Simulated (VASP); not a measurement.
## AlFe3B: single point with PBEsol

The system is AlFe3B.

```
Fe Al B
1.0
     3.82232    0.00000    0.00000
     0.00000    3.82232    0.00000
     0.00000    0.00000    3.82232
Fe Al B
3 1 1
Cartesian
  0.0000 0.0000 1.9112
  0.0000 1.9112 0.0000
  1.9112 0.0000 0.0000
  1.9112 1.9112 1.9112
  0.0000 0.0000 0.0000
```

```yaml
Program: VASP 6.6.1
Task: single point
Functional: PBEsol
Potentials_or_basis: VASP PAW PBE potentials, release 64 (Fe, Al, B)
Cutoff: 520 eV
k_mesh: 5 × 5 × 5
Occupations: fermi-dirac, width 0.05 eV
Spin: non-collinear spin, typed start
Starting_moments: "[[-0.326, 1.392, 0.487], [0.198, -0.017, -0.027], [-0.056, -2.164, -0.575], [0.0, 0.0, 0.0], [0.0, 0.0, 0.0]] μB"
```

* Pressure: -9.9 GPa
* Band gap on the k mesh: zero (band 30 reaches 6.47 eV, above the bottom of band 31 at 6.17 eV)
* Net moment: 0.03 μB per cell
* Valence electrons inside the program's atomic spheres: Fe 7.46, 7.47; Al 0.73; B 2.11

Stress tensor (GPa, compression positive):
```
 -9.21  -0.03   0.00
 -0.03 -11.17  -0.04
  0.00  -0.04  -9.38
```

Levels at points of the mesh, in eV from the Fermi level:
| k point | band 28 | band 29 | band 30 | band 31 | band 32 | band 33 |
| --- | --- | --- | --- | --- | --- | --- |
| (0.00, 0.00, 0.00) | -0.11 | -0.05 | -0.04 | 0.52 | 0.54 | 0.67 |

Moments on the atoms (μB; x, y, z):
```
Fe  -0.22  1.12  0.34
Fe   0.00  0.03  0.01
Fe   0.22 -1.11 -0.34
Al   0.00  0.00  0.00
B    0.00  0.00  0.00
```

Wall time 23 min on 1 thread of Intel(R) Xeon(R) 6975P-C (Granite Rapids) (shared host), peak memory 0.43 GiB.

Caveat: the starting moments collapsed, and a magnetic state may lie lower; the PAW data sets were made with another functional, which shifts forces and pressure a little.
